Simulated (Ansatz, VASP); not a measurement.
C in VASP and in Ansatz

```
C
1.0
    -1.23278    2.13410    0.00000
    -1.23278    0.00000   -3.39788
    -3.69834   -2.13410    0.00000
C
4
Direct
  0.23833 0.04732 0.90487
  0.76176 0.95268 0.42844
  0.24824 0.00683 0.58167
  0.75167 0.99317 0.08503
```

Change from the starting cell: mode 4 frozen in at -0.069 Å and mode 6 at -0.092 Å (largest displacements).

Alike in both runs: task single point; functional PBE; dispersion D3(BJ); k mesh 14 × 10 × 8; occupations gaussian, width 0.03 eV; no spin polarisation.

|  | VASP | Ansatz |
| --- | --- | --- |
| version | VASP 6.6.1 | Ansatz 0.2.0 |
| potentials or method | VASP PAW PBE potentials, release 64 (C), cutoff 520 eV | scalar-relativistic, plane waves, PAW |
| valence electrons in the cell | 16 | 16 |

Ansatz gave:

| Property | Result |
| --- | --- |
| gap on the k mesh at the Fermi level (eV) | 0.39 |
| least direct gap on the mesh (eV) | 0.55 |
| pressure (GPa) | -3.5 |
| traceless stress, the component that is largest in VASP (GPa) | -1.13 |
| rms of the force components (eV/Å) | 1.029 |

Task: Which values does VASP return?

Result: gap on the k mesh at the Fermi level (eV): 0.39; least direct gap on the mesh (eV): 0.55; pressure (GPa): -3.0; traceless stress, the component that is largest in VASP (GPa): -1.13; rms of the force components (eV/Å): 1.023.

Atom by atom the forces differ by 0.006 eV/Å (rms over components).
